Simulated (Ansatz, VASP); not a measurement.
## One calculation of HfN, two programs

```
Hf N
1.0
     0.00000    2.45482    2.45482
     2.45482    0.00000    2.45482
     2.45482    2.45482    0.00000
Hf N
1 1
Direct
  0.00000 0.00000 0.00000
  0.25000 0.25000 0.25000
```

Alike in both runs: functional HSE06; k mesh 5 × 5 × 5; occupations fermi-dirac, width 0.05 eV; no spin polarisation.

|  | VASP | Ansatz |
| --- | --- | --- |
| version | VASP 6.6.1 | Ansatz 0.2.0 |
| potentials or method | VASP PAW PBE potentials, release 64 (Hf_pv, N) | Ansatz PAW |
| plane-wave cutoff (eV) | 520 | 420 |
| valence electrons in the cell | 15 | 31 |
| task | single point | band structure |

VASP gave:

| Item | Value |
| --- | --- |
| gap on the k mesh at the Fermi level (eV) | none |
| pressure (GPa) | -4.1 |

**Question.** What did Ansatz give for the same quantities?

**Answer.** gap on the k mesh at the Fermi level (eV): none; pressure (GPa): -1.5.

A gap of «none» marks a metal or a gap that the smearing closes. VASP's potentials hold 15 valence electrons a cell and Ansatz's 31, so a difference there can come from the potentials and not from the codes.

The k mesh is coarse, so the values compare programs but aren't converged. Neither program's run includes spin-orbit coupling.
